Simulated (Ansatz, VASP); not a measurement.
One calculation of WC, two programs

File INCAR:

```
SYSTEM = WC
PREC = Accurate ; ENCUT = 520
EDIFF = 1E-7 ; ISMEAR = 0
SIGMA = 0.15 ; LREAL = .False.
LASPH = .True. ; NELM = 60
ALGO = Normal ; ISIF = 2
LWAVE = .False. ; LCHARG = .False.
GGA = PS ; NBANDS = 16
```

KPOINTS

```
regular mesh
0
Gamma
  26 26 26
  0 0 0
```

POSCAR

```
WC
1.0
    0.0000000000      2.0445752166      2.4534902600
    2.0445752166      0.0000000000      2.4534902600
    2.0445752166      2.0445752166      0.0000000000
W C
1 1
Direct
    0.0000000000      0.0000000000      0.0000000000
    0.5000000000      0.5000000000      0.5000000000
```

Input for Ansatz:

```yaml
crystal:
  lattice:
    - [0.0, 2.0445752166, 2.45349026]
    - [2.0445752166, 0.0, 2.45349026]
    - [2.0445752166, 2.0445752166, 0.0]
  atoms:
    - { symbol: W, position: [0.0, 0.0, 0.0] }
    - { symbol: C, position: [0.5, 0.5, 0.5] }
basis:
  ecutwfc: 420
kpoints:
  mp_grid: { grid: [26, 26, 26] }
hamiltonian:
  xc: pbesol
scf:
  occupations: { method: gaussian, width: 0.15 }
output:
  forces: true
  stress: true
  eigenvalues: true
  write_density: true
  write_potential: true
  elf: true
  volumetric_format: npy
```

Alike in both runs: task single point; functional PBEsol; k mesh 26 × 26 × 26; occupations gaussian, width 0.15 eV; no spin polarisation.

|  | VASP | Ansatz |
| --- | --- | --- |
| version | VASP 6.6.1 | Ansatz 0.2.0 |
| potentials or method | VASP PAW PBE potentials, release 64 (W_sv, C), cutoff 520 eV | scalar-relativistic, plane waves, PAW |
| valence electrons in the cell | 18 | 18 |

|  | VASP | Ansatz | Ansatz less VASP |
| --- | --- | --- | --- |
| gap on the k mesh at the Fermi level (eV) | none | none | - |
| pressure (GPa) | 26.6 | 25.4 | -1.28 |
| traceless stress, the component that is largest in VASP (GPa) | -56.41 | -55.85 | +0.563 |

VASP's potentials were made for PBE, not for PBEsol. A gap of «none» marks a metal or a gap that the smearing closes. With one functional, cell and mesh, what is left measures potentials, basis and numerics.

Neither program's run includes spin-orbit coupling.
